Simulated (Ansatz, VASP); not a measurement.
# Two plane-wave programs on Al

```xyz
2
Lattice="2.9295 0.0000 0.0000 -1.4647 2.5370 0.0000 0.0000 0.0000 4.5641" Properties=species:S:1:pos:R:3 pbc="T T T"
Al    1.4648    0.8457    3.4231
Al    0.0000    1.6913    1.1410
```

Alike in both runs: task single point; functional PBEsol; k mesh 18 × 18 × 10; occupations gaussian, width 0.15 eV; no spin polarisation.

```csv
,VASP,Ansatz
version,VASP 6.6.1,Ansatz 0.2.0
potentials or method,"VASP PAW PBE potentials, release 64 (Al), cutoff 520 eV","scalar-relativistic, plane waves, PAW"
valence electrons in the cell,6,6
```

|  | VASP | Ansatz | Ansatz less VASP |
| --- | --- | --- | --- |
| gap on the k mesh at the Fermi level (eV) | none | none | - |
| pressure (GPa) | -2.6 | -2.6 | -0.07 |
| traceless stress, the component that is largest in VASP (GPa) | 2.22 | 2.20 | -0.018 |

VASP's potentials were made for PBE, not for PBEsol, and Ansatz warns of the same on its side. A gap of «none» marks a metal or a gap that the smearing closes.
